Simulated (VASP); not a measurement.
# AlN (P6_3mc) in VASP: further runs, part 2 of 2

VASP 6.6.1. Earlier steps stand in the parts before.

### 4 Single point, HSE06 (uniaxial z strain +4.0%)

POSCAR

```
AlN
1.0
    3.1066937602      0.0000000000      0.0000000000
   -1.5533468801      2.6904757181      0.0000000000
    0.0000000000      0.0000000000      5.1777352140
Al N
2 2
Direct
    0.3333333333      0.6666666667     -0.0004591778
    0.6666666667      0.3333333333      0.4995408222
    0.3333333333      0.6666666667      0.3754591778
    0.6666666667      0.3333333333      0.8754591778
```

INCAR.step1

```
SYSTEM = AlN
PREC = Accurate
ENCUT = 520
EDIFF = 1E-5
ISMEAR = 0
SIGMA = 0.01
LREAL = .FALSE.
LASPH = .TRUE.
NELM = 60
ALGO = Normal
ISIF = 2
LWAVE = .TRUE.
LCHARG = .FALSE.
GGA = PE
NBANDS = 16
```

INCAR.step2

```
SYSTEM = AlN
PREC = Accurate
ENCUT = 520
EDIFF = 1E-6
ISMEAR = 0
SIGMA = 0.01
LREAL = .FALSE.
LASPH = .TRUE.
NELM = 60
ALGO = Normal
ISIF = 2
LWAVE = .FALSE.
LCHARG = .FALSE.
GGA = PE
LHFCALC = .TRUE.
HFSCREEN = 0.2079
PRECFOCK = Normal
ISTART = 1
NBANDS = 16
```

KPOINTS

```
Automatic mesh
0
G
  6 6 4
  0 0 0
```

Potentials or basis: VASP PAW PBE potentials, release 64 (Al, N).

Launch:

```bash
$ cat potpaw_PBE.64/Al/POTCAR potpaw_PBE.64/N/POTCAR > POTCAR
$ cp INCAR.step1 INCAR
$ mpirun -np 1 vasp_std > vasp.out
$ cp INCAR.step2 INCAR
$ mpirun -np 1 vasp_std > vasp.out
```

OUTCAR:

```text
SYSTEM = AlN
   PREC = Accurate
   ENCUT = 520
   EDIFF = 1E-6
   ISMEAR = 0
   LREAL = .FALSE.
   LASPH = .TRUE.
   NELM = 60
   ISIF = 2
   GGA = PE
   LHFCALC = .TRUE.
   HFSCREEN = 0.2079
   PRECFOCK = Normal
   ISTART = 1

 ion  position               nearest neighbor table
   1  0.333  0.667  1.000-   4 1.91   4 1.91   4 1.91   3 1.95   2 3.15   2 3.15   2 3.15   2 3.15
                             2 3.15   2 3.15
   2  0.667  0.333  0.500-   3 1.91   3 1.91   3 1.91   4 1.95   1 3.15   1 3.15   1 3.15   1 3.15
                             1 3.15   1 3.15
   3  0.333  0.667  0.375-   2 1.91   2 1.91   2 1.91   1 1.95
   4  0.667  0.333  0.875-   1 1.91   1 1.91   1 1.91   2 1.95

  LATTYP: Found a hexagonal cell.
 ALAT       =     3.1066937602
 C/A-ratio  =     1.6666384310

  Lattice vectors:

 A1 = (   3.1066937602,   0.0000000000,   0.0000000000)
 A2 = (  -1.5533468801,   2.6904757181,   0.0000000000)
 A3 = (   0.0000000000,   0.0000000000,   5.1777352140)

Analysis of symmetry for initial positions (statically):
=====================================================================
 Subroutine PRICEL returns:
 Original cell was already a primitive cell.

 Routine SETGRP: Setting up the symmetry group for a
 hexagonal supercell.

 Subroutine GETGRP returns: Found 12 space group operations
 (whereof  6 operations were pure point group operations)
 out of a pool of 24 trial point group operations.

The static configuration has the point symmetry C_3v.
 The point group associated with its full space group is C_6v.

Analysis of symmetry for dynamics (positions and initial velocities):
=====================================================================
 Subroutine PRICEL returns:
 Original cell was already a primitive cell.

 Routine SETGRP: Setting up the symmetry group for a
 hexagonal supercell.

 Subroutine GETGRP returns: Found 12 space group operations
 (whereof  6 operations were pure point group operations)
 out of a pool of 24 trial point group operations.

The dynamic configuration has the point symmetry C_3v.
 The point group associated with its full space group is C_6v.

 Subroutine INISYM returns: Found 12 space group operations
 (whereof  6 operations are pure point group operations),
 and found     1 'primitive' translations

----------------------------------------------------------------------------------------

                                     Primitive cell

  volume of cell :      43.2780

  direct lattice vectors                    reciprocal lattice vectors
     3.106693760  0.000000000  0.000000000     0.321885605  0.185840741  0.000000000
    -1.553346880  2.690475718  0.000000000     0.000000000  0.371681481  0.000000000
     0.000000000  0.000000000  5.177735214     0.000000000  0.000000000  0.193134635

  length of vectors
     3.106693760  3.106693760  5.177735214     0.371681481  0.371681481  0.193134635

  position of ions in fractional coordinates (direct lattice)
[... 44 lines left out ...]
  0.166667  0.166667  0.000000      6.000000
  0.333333  0.166667  0.000000     12.000000
[... 13 lines left out ...]
  0.333333  0.166667  0.500000     12.000000
  0.333333  0.333333  0.500000      2.000000
   k-points           NKPTS =     21   k-points in BZ     NKDIM =    144   number of bands    NBANDS=     16
   number of dos      NEDOS =    301   number of ions     NIONS =      4
   total plane-waves  NPLWV =  23040
   dimension x,y,z NGX =    24 NGY =   24 NGZ =   40
   dimension x,y,z NGXF=    48 NGYF=   48 NGZF=   80
   ions per type =               2   2
   NGX,Y,Z   is equivalent  to a cutoff of  12.84, 12.84, 12.84 a.u.
   NGXF,Y,Z  is equivalent  to a cutoff of  25.69, 25.69, 25.69 a.u.
 SYSTEM =  AlN
   PREC   = accura    normal or accurate (medium, high low for compatibility)
   ISTART =      1    job   : 0-new  1-cont  2-samecut
   ICHARG =      0    charge: 1-file 2-atom 10-const
   ISPIN  =      1    spin polarized calculation?
   LNONCOLLINEAR =      F non collinear calculations
   LSORBIT =      F    spin-orbit coupling
   LASPH  =      T    aspherical Exc in radial PAW
   ENCUT  =  520.0 eV  38.22 Ry    6.18 a.u.   5.78  5.78  9.63*2*pi/ulx,y,z
   NELM   =     60;   NELMIN=  2; NELMDL=  0     # of ELM steps
   EDIFF  = 0.1E-05   stopping-criterion for ELM
   LREAL  =      F    real-space projection
   EDIFFG = 0.1E-04   stopping-criterion for IOM
   NSW    =      0    number of steps for IOM
   IBRION =     -1    ionic relax: 0-MD 1-quasi-New 2-CG
   NFREE  =      0    steps in history (QN), initial steepest desc. (CG)
   ISIF   =      2    stress and relaxation
   ISYM   =      3    0-nonsym 1-usesym 2-fastsym
   POTIM  = 0.5000    time-step for ionic-motion
   TEBEG  =    0.0;   TEEND  =   0.0 temperature during run
   PSTRESS=    0.0 pullay stress
   NELECT =      16.0000    total number of electrons
   NUPDOWN=      -1.0000    fix difference up-down
   EMIN   =  10.00;   EMAX   =-10.00  energy-range for DOS
   EFERMI =   0.00;   METHOD = LEGACY
   ISMEAR =     0;   SIGMA  =   0.01  broadening in eV -4-tet -1-fermi 0-gaus
   EFERMI_NEDOS =   21; number of points for ismear=-14 and -15
   IALGO  =     38    algorithm
   IMIX   =      1    mixing-type and parameters
     AMIX     =   0.40;   BMIX     =  1.00
     AMIX_MAG =   1.60;   BMIX_MAG =  1.00
  volume/ion in A,a.u.               =      10.82        73.01
  Fermi-wavevector in a.u.,A,eV,Ry     =   1.174967  2.220366 18.783492  1.380548
  Thomas-Fermi vector in A             =   2.311356
   LORBIT       =      0    0 simple, 1 ext, 2 COOP (PROOUT), +10 PAW based schemes
   GGA     = PE    functional components
   LHFCALC =     T    Hartree Fock is set to
   PRECFOCK=normal    Normal, Fast or Accurate (Low or Medium for compatibility)
   ENCUT4O =  -1.0   cutoff for four orbital integrals eV
   NKREDX  =     1    reduce k-point grid by
   NKREDY  =     1    reduce k-point grid by
   NKREDZ  =     1    reduce k-point grid by
   AEXX    =    0.2500 exact exchange contribution
   HFSCREEN=    0.2079 screening length (either q_TF or 0.3 A-1)
   HFSCREENC=   0.2079 screening length for correlation (either q_TF or 0.3 A-1)
   ENCUTFOCK=  -1.0 apply spherical cutoff to Coloumb kernel
   IVDW    =     0    specifies the selected vdW correction
   LEPSILON=     F    determine dielectric tensor
   LRPA    =     F    only Hartree local field effects (RPA)
 non-spin polarized calculation
 Gauss-broadening in eV      SIGMA  =   0.01
  energy-cutoff  :      520.00
  volume of cell :       43.28
 maximum number of plane-waves:      1184
 NGX is ok and might be reduce to    24
  NGX = 18; NGY = 18; NGZ = 30

 number of electron      15.9999995 magnetization

 Free energy of the ion-electron system (eV)
  ---------------------------------------------------
  ext. energy  EPLUGINS =         0.00000000
  ---------------------------------------------------
  free energy    TOTEN  =       -34.80673284 eV

  energy without entropy =      -34.80673284  energy(sigma->0) =      -34.80673284

 E-fermi :   4.8542     XC(G=0):  -8.8784

 val. band max:        4.7889518137   @ k =   0.0000   0.0000   0.0000
 cond. band min:      10.0573851610   @ k =   0.0000   0.0000   0.0000
 fundamental gap:      5.2684333473
 Fermi energy:         4.8541684002

 k-point     1 :       0.0000    0.0000    0.0000
  band No.  band energies     occupation
      1     -11.5581      2.00000
      2      -9.5498      2.00000
      3      -1.5540      2.00000
      4       4.1856      2.00000
      5       4.1856      2.00000
      6       4.7010      2.00000
[... 376 lines left out ...]
      3      -0.1294      2.00000
      4      -0.1294      2.00000
      5       0.8758      2.00000
      6       0.8758      2.00000
[... 8 lines left out ...]
     15      20.2421      0.00000
     16      20.2421      0.00000

------------------------ aborting loop because EDIFF is reached ----------------------------------------

  FORCE on cell =-STRESS in cart. coord.  units (eV):
  Direction    XX          YY          ZZ          XY          YZ          ZX
  --------------------------------------------------------------------------------------
  -------------------------------------------------------------------------------------
  Total       -1.1142458     -1.1142458     -4.3217618     -0.0000000     -0.0000000     -0.0000000
  in kB      -41.2500268    -41.2500268   -159.9941288     -0.0000000     -0.0000000     -0.0000000
  external PRESSURE =     -80.8313942 kB  Pullay stress =       0.0000000 kB

 VOLUME and BASIS-vectors are now :
 -----------------------------------------------------------------------------
  energy-cutoff  :      520.00
  volume of cell :       43.28
      direct lattice vectors                 reciprocal lattice vectors
     3.106693760  0.000000000  0.000000000     0.321885605  0.185840741  0.000000000
    -1.553346880  2.690475718  0.000000000     0.000000000  0.371681481  0.000000000
     0.000000000  0.000000000  5.177735214     0.000000000  0.000000000  0.193134635

 POSITION                                       TOTAL-FORCE (eV/Angst)
 -----------------------------------------------------------------------------------
     -0.00000      1.79365      5.17536         0.000000      0.000000     -0.005685
      1.55335      0.89683      2.58649        -0.000000     -0.000000     -0.005685
     -0.00000      1.79365      1.94403         0.000000      0.000000      0.005685
      1.55335      0.89683      4.53290         0.000000     -0.000000      0.005685
 -----------------------------------------------------------------------------------
    total drift:                                0.000000     -0.000001      0.000147

  FREE ENERGIE OF THE ION-ELECTRON SYSTEM (eV)
  ---------------------------------------------------
  free  energy   TOTEN  =       -34.8067328402 eV

  energy  without entropy=      -34.8067328402  energy(sigma->0) =      -34.80673284
```

Run time: 52 min. Hardware: 1 thread of AMD EPYC 7R13, shared host; peak memory 0.27 GiB.

Results:

```
Free energy            : -34.8067 eV
Pressure               : -8.1 GPa
Largest force          : 0.006 eV/Å
Band gap on the k mesh : 5.27 eV
```

Forces in eV/Å, atoms in the order of the input:
```
Al   0.000  0.000 -0.006
Al   0.000  0.000 -0.006
N    0.000  0.000  0.006
N    0.000  0.000  0.006
```

Levels at points of the mesh, in eV from the valence-band top:
```tsv
k point	band 5	band 6	band 7	band 8	band 9	band 10	band 11	band 12
(0.00, 0.00, 0.00)	-0.60	-0.09	0.00	0.00	5.27	8.30	12.01	13.01
(0.50, 0.00, 0.00)	-3.43	-1.93	-1.76	-0.62	6.90	7.35	9.52	11.82
(0.00, 0.00, 0.50)	-0.31	-0.31	-0.31	-0.31	7.85	7.85	11.63	11.63
(0.50, 0.00, 0.50)	-1.47	-1.47	-1.33	-1.33	6.48	6.48	10.65	10.65
```

Caveat: the cell differs from its parent crystal (uniaxial z strain +4.0%); the stress differs along the axes, from -16 to -4 GPa; the PAW data sets were made with another functional, which shifts forces and pressure a little.

### 5 Overview

| cell | gap on the mesh (eV) | pressure (GPa) | largest force (eV/Å) |
| --- | --- | --- | --- |
| a = 3.107, b = 3.107, c = 5.128 Å, angles 90.0, 90.0, 120.0°, 4 atoms, uniaxial z strain +3.0% | 5.41 | -6.4 | 0.01 |
| a = 3.107, b = 3.107, c = 4.779 Å, angles 90.0, 90.0, 120.0°, 4 atoms, uniaxial z strain -4.0% | 5.72 | 7.7 | 0.01 |
| a = 3.107, b = 3.107, c = 5.178 Å, angles 90.0, 90.0, 120.0°, 4 atoms, uniaxial z strain +4.0% | 5.27 | -8.1 | 0.01 |

Alike in all rows: task single point; level HSE06; potentials or basis VASP PAW PBE potentials, release 64 (Al, N); no spin polarisation; k mesh 6 × 6 × 4; cutoff (eV) 520; smearing gaussian 0.01 eV.

Caveats: the PAW data sets were made with another functional, which shifts forces and pressure a little; the stress differs along the axes, from -12 to -3 GPa (at least some runs); the stress differs along the axes, from 5 to 14 GPa (at least some runs); the stress differs along the axes, from -16 to -4 GPa (at least some runs).

Total energies depend on the potentials used, so only differences within one code and one set of settings carry meaning.
